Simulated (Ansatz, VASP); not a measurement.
PbSe: VASP beside Ansatz

```xyz
2
Lattice="2.1957 1.2677 3.5868 -2.1957 1.2677 3.5868 0.0000 -2.5354 3.5868" Properties=species:S:1:pos:R:3 pbc="T T T"
Pb    0.0000    0.0000    0.0284
Se    0.0000    0.0000    5.3518
```

Alike in both runs: task relaxation of cell and atoms; functional PBE; k mesh 12 × 12 × 12; occupations gaussian, width 0.02 eV; no spin polarisation.

|  | VASP | Ansatz |
| --- | --- | --- |
| version | VASP 6.6.1 | Ansatz 0.2.0 |
| potentials or method | VASP PAW PBE potentials, release 64 (Pb_d, Se), cutoff 600 eV | scalar-relativistic, plane waves, PAW |
| valence electrons in the cell | 20 | 30 |

```tsv
	VASP	Ansatz	Ansatz less VASP
gap on the k mesh at the Fermi level, each at its own relaxed structure (eV)	0.45	0.45	-0.001
relaxed volume (Å³/atom)	30.08	30.09	+0.007
relaxed length of the cell vector where the two differ most in proportion (Å)	4.401	4.400	-0.0013
```

VASP's potentials hold 20 valence electrons a cell and Ansatz's 30, so a difference there can come from the potentials and not from the codes.

Neither program's run includes spin-orbit coupling.
